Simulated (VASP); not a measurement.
# ZrB (Fm-3m) in VASP: further runs

Aim: see how the results for ZrB move with the level of theory and the settings. Levels: PBE, revPBE, BLYP, r2SCAN. Tasks: single point.

Program: VASP 6.6.1. These are calculated values, not measurements. Logs are shortened: lines on timing, memory, paths and dates and some standing lists are left out, and cuts for length are marked.

## Step 1: The cell of the first run

The structure is cubic, space group Fm-3m (No. 225). Conventional cell: a = 4.650 Å, b = 4.650 Å, c = 4.650 Å, α = 90.00°, β = 90.00°, γ = 90.00°. Within 3.1 Å of Zr (site symmetry m-3m) lie 6 B at 2.33 Å. Within 3.1 Å of B (site symmetry m-3m) lie 6 Zr at 2.33 Å.

## Step 2: Single point, PBE

File INCAR:

```
SYSTEM = ZrB
PREC = Accurate
ENCUT = 520
EDIFF = 1E-7
ISMEAR = 0
SIGMA = 0.012
LREAL = .False.
LASPH = .True.
NELM = 80
ALGO = Normal
ISIF = 2
LWAVE = .False.
LCHARG = .False.
GGA = PE
NBANDS = 14
```

File KPOINTS:

```
regular mesh
0
Gamma
  10 10 10
  0 0 0
```

File POSCAR:

```
ZrB
1.0
    0.0000000000      2.3250000000      2.3250000000
    2.3250000000      0.0000000000      2.3250000000
    2.3250000000      2.3250000000      0.0000000000
Zr B
1 1
Direct
    0.0000000000      0.0000000000      0.0000000000
    0.5000000000      0.5000000000      0.5000000000
```

Potentials or basis: VASP PAW PBE potentials, release 64 (Zr_sv, B).

The run is started by

```
> cat potpaw_PBE.64/Zr_sv/POTCAR potpaw_PBE.64/B/POTCAR > POTCAR
> mpirun -np 1 vasp_std > vasp.out
```

OUTCAR:

```text
SYSTEM = ZrB
   PREC = Accurate
   ENCUT = 520
   EDIFF = 1E-7
   ISMEAR = 0
   LREAL = .False.
   LASPH = .True.
   NELM = 80
   ISIF = 2
   GGA = PE

 ion  position               nearest neighbor table
   1  0.000  0.000  0.000-   2 2.33   2 2.33   2 2.33   2 2.33   2 2.33   2 2.33
   2  0.500  0.500  0.500-   1 2.33   1 2.33   1 2.33   1 2.33   1 2.33   1 2.33

  LATTYP: Found a face centered cubic cell.
 ALAT       =     4.6500000000

  Lattice vectors:

 A1 = (   0.0000000000,   2.3250000000,   2.3250000000)
 A2 = (   2.3250000000,   0.0000000000,   2.3250000000)
 A3 = (   2.3250000000,   2.3250000000,   0.0000000000)

Analysis of symmetry for initial positions (statically):
=====================================================================
 Subroutine PRICEL returns:
 Original cell was already a primitive cell.

 Routine SETGRP: Setting up the symmetry group for a
 face centered cubic supercell.

 Subroutine GETGRP returns: Found 48 space group operations
 (whereof 48 operations were pure point group operations)
 out of a pool of 48 trial point group operations.

The static configuration has the point symmetry O_h .

Analysis of symmetry for dynamics (positions and initial velocities):
=====================================================================
 Subroutine PRICEL returns:
 Original cell was already a primitive cell.

 Routine SETGRP: Setting up the symmetry group for a
 face centered cubic supercell.

 Subroutine GETGRP returns: Found 48 space group operations
 (whereof 48 operations were pure point group operations)
 out of a pool of 48 trial point group operations.

The dynamic configuration has the point symmetry O_h .

 Subroutine INISYM returns: Found 48 space group operations
 (whereof 48 operations are pure point group operations),
 and found     1 'primitive' translations

----------------------------------------------------------------------------------------

                                     Primitive cell

  volume of cell :      25.1362

  direct lattice vectors                    reciprocal lattice vectors
     0.000000000  2.325000000  2.325000000    -0.215053763  0.215053763  0.215053763
     2.325000000  0.000000000  2.325000000     0.215053763 -0.215053763  0.215053763
     2.325000000  2.325000000  0.000000000     0.215053763  0.215053763 -0.215053763

  length of vectors
     3.288046533  3.288046533  3.288046533     0.372484045  0.372484045  0.372484045

  position of ions in fractional coordinates (direct lattice)
     0.000000000  0.000000000  0.000000000
     0.500000000  0.500000000  0.500000000

  ion indices of the primitive-cell ions
   primitive index   ion index
                 1           1
                 2           2

----------------------------------------------------------------------------------------
[... 87 lines left out ...]
   IALGO  =     38    algorithm
   IMIX   =      4    mixing-type and parameters
     AMIX     =   0.40;   BMIX     =  1.00
     AMIX_MAG =   1.60;   BMIX_MAG =  1.00
  volume/ion in A,a.u.               =      12.57        84.81
  Fermi-wavevector in a.u.,A,eV,Ry     =   1.378285  2.604581 25.846565  1.899669
  Thomas-Fermi vector in A             =   2.503360
   LORBIT       =      0    0 simple, 1 ext, 2 COOP (PROOUT), +10 PAW based schemes
   GGA     = PE    functional components
   LHFCALC =     F    Hartree Fock is set to
   AEXX    =    0.0000 exact exchange contribution
   IVDW    =     0    specifies the selected vdW correction
   LEPSILON=     F    determine dielectric tensor
   LRPA    =     F    only Hartree local field effects (RPA)
 non-spin polarized calculation
 Gauss-broadening in eV      SIGMA  =   0.01
  energy-cutoff  :      520.00
  volume of cell :       25.14
 maximum number of plane-waves:       700
   NGX = 13   NGY = 13   NGZ = 13

 number of electron      15.0000000 magnetization

 Free energy of the ion-electron system (eV)
  ---------------------------------------------------
  ext. energy  EPLUGINS =         0.00000000
  ---------------------------------------------------
  free energy    TOTEN  =       -15.58194699 eV

  energy without entropy =      -15.58174346  energy(sigma->0) =      -15.58184523

 E-fermi :   9.0169     XC(G=0): -12.2232

 val. band max:        8.9659974654   @ k =   0.3000   0.2000   0.1000
 cond. band min:       9.0250804360   @ k =   0.5000   0.3000   0.1000
 fundamental gap:      0.0590829706
 Fermi energy:         9.0168715919

 k-point     1 :       0.0000    0.0000    0.0000
  band No.  band energies     occupation
      1     -37.7520      2.00000
      2     -15.4928      2.00000
      3     -15.4928      2.00000
      4     -15.4928      2.00000
      5       0.6804      2.00000
      6      10.9456      0.00000
      7      10.9456      0.00000
      8      10.9456      0.00000
      9      12.7221      0.00000
     10      12.7221      0.00000
     11      12.8181      0.00000
     12      12.8181      0.00000
     13      12.8181      0.00000
     14      20.1660      0.00000
[... 377 lines left out ...]
      1     -37.6232      2.00000
      2     -16.1972      2.00000
      3     -15.7759      2.00000
      4     -15.7455      2.00000
      5       2.8908      2.00000
      6       7.3569      2.00000
      7       8.2675      2.00000
      8      10.3802      0.00000
      9      11.1974      0.00000
     10      14.6526      0.00000
     11      16.2531      0.00000
     12      16.4988      0.00000
     13      20.6761      0.00000
     14      23.2732      0.00000

 [... further k-points ...]

------------------------ aborting loop because EDIFF is reached ----------------------------------------

  FORCE on cell =-STRESS in cart. coord.  units (eV):
  Direction    XX          YY          ZZ          XY          YZ          ZX
  --------------------------------------------------------------------------------------
  -------------------------------------------------------------------------------------
  Total        5.4307285      5.4307285      5.4307285     -0.0000000      0.0000000      0.0000000
  in kB      346.1543633    346.1543633    346.1543633     -0.0000000      0.0000000      0.0000000
  external PRESSURE =     346.1543633 kB  Pullay stress =       0.0000000 kB

 VOLUME and BASIS-vectors are now :
 -----------------------------------------------------------------------------
  energy-cutoff  :      520.00
  volume of cell :       25.14
      direct lattice vectors                 reciprocal lattice vectors
     0.000000000  2.325000000  2.325000000    -0.215053763  0.215053763  0.215053763
     2.325000000  0.000000000  2.325000000     0.215053763 -0.215053763  0.215053763
     2.325000000  2.325000000  0.000000000     0.215053763  0.215053763 -0.215053763

 POSITION                                       TOTAL-FORCE (eV/Angst)
 -----------------------------------------------------------------------------------
      0.00000      0.00000      0.00000        -0.000000      0.000000      0.000000
      2.32500      2.32500      2.32500         0.000000     -0.000000     -0.000000
 -----------------------------------------------------------------------------------
    total drift:                                0.000000     -0.000000     -0.000000

  FREE ENERGIE OF THE ION-ELECTRON SYSTEM (eV)
  ---------------------------------------------------
  free  energy   TOTEN  =       -15.5819469893 eV

  energy  without entropy=      -15.5817434640  energy(sigma->0) =      -15.58184523
```

OSZICAR:

```text
N       E                     dE             d eps       ncg     rms          rms(c)
DAV:   1     0.977632808891E+02    0.97763E+02   -0.80017E+03  1316   0.104E+03
DAV:   2    -0.136234074616E+02   -0.11139E+03   -0.10615E+03  1640   0.290E+02
DAV:   3    -0.172656250037E+02   -0.36422E+01   -0.36115E+01  1946   0.443E+01
DAV:   4    -0.173269493294E+02   -0.61324E-01   -0.61302E-01  1596   0.548E+00
DAV:   5    -0.173286396583E+02   -0.16903E-02   -0.16902E-02  2016   0.575E-01    0.234E+01
DAV:   6    -0.155861300779E+02    0.17425E+01   -0.24340E+00  1534   0.142E+01    0.890E+00
DAV:   7    -0.155772522589E+02    0.88778E-02   -0.29735E-01  1876   0.384E+00    0.372E+00
DAV:   8    -0.155822253318E+02   -0.49731E-02   -0.28597E-02  1594   0.153E+00    0.416E-01
DAV:   9    -0.155818531019E+02    0.37223E-03   -0.18696E-03  1498   0.261E-01    0.147E-01
DAV:  10    -0.155819517562E+02   -0.98654E-04   -0.29135E-04  1592   0.195E-01    0.227E-02
DAV:  11    -0.155819482517E+02    0.35045E-05   -0.96043E-06  1664   0.294E-02    0.375E-03
DAV:  12    -0.155819469623E+02    0.12894E-05   -0.62117E-07  1658   0.834E-03    0.186E-03
DAV:  13    -0.155819469893E+02   -0.26955E-07   -0.36027E-08   886   0.185E-03
   1 F= -.15581947E+02 E0= -.15581845E+02  d E =-.203525E-03
```

stdout:

```text
POSCAR found type information on POSCAR ZrB
 POSCAR found :  2 types and       2 ions
 scaLAPACK will be used
 LDA part: xc-table for (Slater+PW92), standard interpolation
 POSCAR, INCAR and KPOINTS ok, starting setup
 FFT: planning ... GRIDC
 FFT: planning ... GRID_SOFT
 FFT: planning ... GRID
 WAVECAR not read
 entering main loop
```

Run time: 16 s. Hardware: 1 thread of Intel Xeon 8259CL, shared host; peak memory 0.15 GiB.

Results:

| Property | Result |
| --- | --- |
| Free energy | -15.5819 eV |
| Pressure | 34.6 GPa |
| Band gap on the k mesh | zero (an odd number of electrons rules out a gap without spin polarisation) |

Levels at points of the mesh, in eV from the Fermi level:
| k point | band 5 | band 6 | band 7 | band 8 | band 9 | band 10 | band 11 | band 12 |
| --- | --- | --- | --- | --- | --- | --- | --- | --- |
| (0.00, 0.00, 0.00) | -8.34 | 1.93 | 1.93 | 1.93 | 3.71 | 3.71 | 3.80 | 3.80 |
| (0.50, 0.00, 0.00) | -4.20 | -3.62 | -1.42 | -1.42 | 5.78 | 5.78 | 7.37 | 8.26 |
| (0.50, 0.50, 0.00) | -6.51 | -1.12 | -0.30 | 2.53 | 2.53 | 5.48 | 6.94 | 6.94 |

Caveat: the cell stands under pressure.

## Step 3: Single point, revPBE

This run uses another cell than the first one, of 14.93 Å³/atom.

File INCAR:

```
ALGO = Normal ; EDIFF = 1E-6
ENCUT = 520 ; GGA = RE
ISIF = 2 ; ISMEAR = -1
LASPH = T ; LCHARG = F
LREAL = F ; LWAVE = F
NBANDS = 14 ; NELM = 80
PREC = Accurate ; SIGMA = 0.05
```

File KPOINTS:

```
k-points
0
Gamma
  10 10 10
```

File POSCAR:

```
ZrB
1.0
    0.0000000000      2.4621260784      2.4621260784
    2.4621260784      0.0000000000      2.4621260784
    2.4621260784      2.4621260784      0.0000000000
Zr B
1 1
Direct
    0.0000000000      0.0000000000      0.0000000000
    0.5000000000      0.5000000000      0.5000000000
```

Potentials or basis: VASP PAW PBE potentials, release 64 (Zr_sv, B).

The run is started by

```
> cat potpaw_PBE.64/Zr_sv/POTCAR potpaw_PBE.64/B/POTCAR > POTCAR
> mpirun -np 1 vasp_std > vasp.out
```

Run time: 37 s. Hardware: 1 thread of Intel Xeon 8259CL, shared host; peak memory 0.17 GiB.

The run converged. Its results:

```
Free energy            : -15.4376 eV
Pressure               : 0.1 GPa
Band gap on the k mesh : zero (an odd number of electrons rules out a gap without spin polarisation)
```

Levels at points of the mesh, in eV from the Fermi level:
| k point | band 5 | band 6 | band 7 | band 8 | band 9 | band 10 | band 11 | band 12 |
| --- | --- | --- | --- | --- | --- | --- | --- | --- |
| (0.00, 0.00, 0.00) | -8.03 | 1.75 | 1.75 | 1.75 | 3.10 | 3.10 | 3.41 | 3.41 |
| (0.50, 0.00, 0.00) | -4.25 | -3.76 | -1.13 | -1.13 | 4.76 | 4.76 | 6.01 | 7.42 |
| (0.50, 0.50, 0.00) | -6.10 | -0.82 | -0.74 | 2.02 | 2.02 | 4.48 | 5.65 | 5.65 |

Caveat: the PAW data sets were made with another functional, which shifts forces and pressure a little.

## Step 4: Single point, BLYP

This run uses another cell than the first one, of 15.27 Å³/atom.

File INCAR:

```
SYSTEM = ZrB
PREC = Accurate ; ENCUT = 520
EDIFF = 1E-7 ; ISMEAR = -1
SIGMA = 0.05 ; LREAL = .FALSE.
LASPH = .TRUE. ; NELM = 60
ALGO = Normal ; ISIF = 2
LWAVE = .FALSE. ; LCHARG = .TRUE.
GGA = B5 ; ALDAX = 1.0
AGGAX = 1.0 ; AGGAC = 1.0
ALDAC = 0.0 ; LELF = .TRUE.
LVHAR = .TRUE. ; NBANDS = 14
```

File KPOINTS:

```
Automatic mesh
0
G
  10 10 10
  0 0 0
```

File POSCAR:

```
ZrB
1.0
    0.0000000000      2.4807722210      2.4807722210
    2.4807722210      0.0000000000      2.4807722210
    2.4807722210      2.4807722210      0.0000000000
Zr B
1 1
Direct
    0.0000000000      0.0000000000      0.0000000000
    0.5000000000      0.5000000000      0.5000000000
```

The run is started by

```
> cat potpaw_PBE.64/Zr_sv/POTCAR potpaw_PBE.64/B/POTCAR > POTCAR
> mpirun -np 1 vasp_std > vasp.out
```

It took 52 s on 1 thread of Intel Xeon 8259CL, shared host; peak memory 0.17 GiB.

Results (log left out):

| Item | Value |
| --- | --- |
| Free energy | -14.2131 eV |
| Pressure | 0.3 GPa |
| Band gap on the k mesh | zero (an odd number of electrons rules out a gap without spin polarisation) |

Levels at points of the mesh, in eV from the Fermi level:
```tsv
k point	band 4	band 5	band 6	band 7	band 8	band 9	band 10	band 11	band 12	band 13
(0.00, 0.00, 0.00)	-25.58	-7.84	1.70	1.70	1.70	2.96	2.96	3.26	3.26	3.26
(0.50, 0.00, 0.00)	-25.63	-4.25	-3.58	-1.14	-1.14	4.50	4.50	5.71	7.62	10.66
(0.50, 0.50, 0.00)	-25.74	-6.03	-0.72	-0.60	1.95	1.95	4.25	5.33	5.33	8.11
```

Caveat: the PAW data sets were made with another functional, which shifts forces and pressure a little.

## Step 5: Single point, r2SCAN

File POSCAR:

```
ZrB
1.0
    0.0000000000      2.3250000000      2.3250000000
    2.3250000000      0.0000000000      2.3250000000
    2.3250000000      2.3250000000      0.0000000000
Zr B
1 1
Direct
    0.0000000000      0.0000000000      0.0000000000
    0.5000000000      0.5000000000      0.5000000000
```

File INCAR.step1:

```
SYSTEM = ZrB
PREC = Accurate
ENCUT = 520
ISMEAR = -1
SIGMA = 0.05
LREAL = .FALSE.
LASPH = .TRUE.
NELM = 80
NBANDS = 14
GGA = PE
ALGO = Normal
EDIFF = 1E-4
LWAVE = .TRUE.
LCHARG = .FALSE.
```

File INCAR.step2:

```
SYSTEM = ZrB
PREC = Accurate
ENCUT = 520
EDIFF = 1E-6
ISMEAR = -1
SIGMA = 0.05
LREAL = .FALSE.
LASPH = .TRUE.
NELM = 80
ALGO = Normal
ISIF = 2
LWAVE = .FALSE.
LCHARG = .FALSE.
METAGGA = R2SCAN
LMIXTAU = .TRUE.
NBANDS = 14
ISTART = 1
```

File KPOINTS:

```
regular mesh
0
G
  10 10 10
  0 0 0
```

The run is started by

```
> cat potpaw_PBE.64/Zr_sv/POTCAR potpaw_PBE.64/B/POTCAR > POTCAR
> cp INCAR.step1 INCAR
> mpirun -np 1 vasp_std > vasp.out
> cp INCAR.step2 INCAR
> mpirun -np 1 vasp_std > vasp.out
```

Run time: 80 s. Hardware: 1 thread of Intel Xeon 8259CL, shared host; peak memory 0.15 GiB.

The run converged. Its results:

```yaml
Free_energy: -30.5303 eV
Pressure: 36.6 GPa
Band_gap_on_the_k_mesh: zero (an odd number of electrons rules out a gap without spin polarisation)
```

Levels at points of the mesh, in eV from the Fermi level:
| k point | band 4 | band 5 | band 6 | band 7 | band 8 | band 9 | band 10 | band 11 | band 12 | band 13 |
| --- | --- | --- | --- | --- | --- | --- | --- | --- | --- | --- |
| (0.00, 0.00, 0.00) | -25.44 | -8.93 | 2.18 | 2.18 | 2.18 | 3.87 | 3.87 | 4.00 | 4.00 | 4.00 |
| (0.50, 0.00, 0.00) | -25.53 | -4.40 | -4.05 | -1.50 | -1.50 | 6.17 | 6.17 | 7.87 | 8.59 | 14.11 |
| (0.50, 0.50, 0.00) | -25.78 | -7.04 | -1.08 | -0.43 | 2.64 | 2.64 | 5.69 | 7.38 | 7.38 | 11.25 |

Caveat: the cell stands under pressure; the PAW data sets were made with another functional, which shifts forces and pressure a little.

## Step 6: The runs side by side

| level | cell | smearing | gap on the mesh (eV) | pressure (GPa) |
| --- | --- | --- | --- | --- |
| PBE | a = 3.288 Å, angles 60.0°, 2 atoms | gaussian 0.012 eV | none | 34.6 |
| revPBE | a = 3.482 Å, angles 60.0°, 2 atoms | fermi-dirac 0.05 eV | none | 0.1 |
| BLYP | a = 3.508 Å, angles 60.0°, 2 atoms | fermi-dirac 0.05 eV | none | 0.3 |
| r2SCAN | a = 3.288 Å, angles 60.0°, 2 atoms | fermi-dirac 0.05 eV | none | 36.6 |

Alike in all rows: task single point; potentials or basis VASP PAW PBE potentials, release 64 (Zr_sv, B); no spin polarisation; k mesh 10 × 10 × 10; cutoff (eV) 520.

Caveats: the PAW data sets were made with another functional, which shifts forces and pressure a little (at least some runs); the cell stands under pressure (at least some runs).

Absolute energies hang on the potentials; compare differences alone.
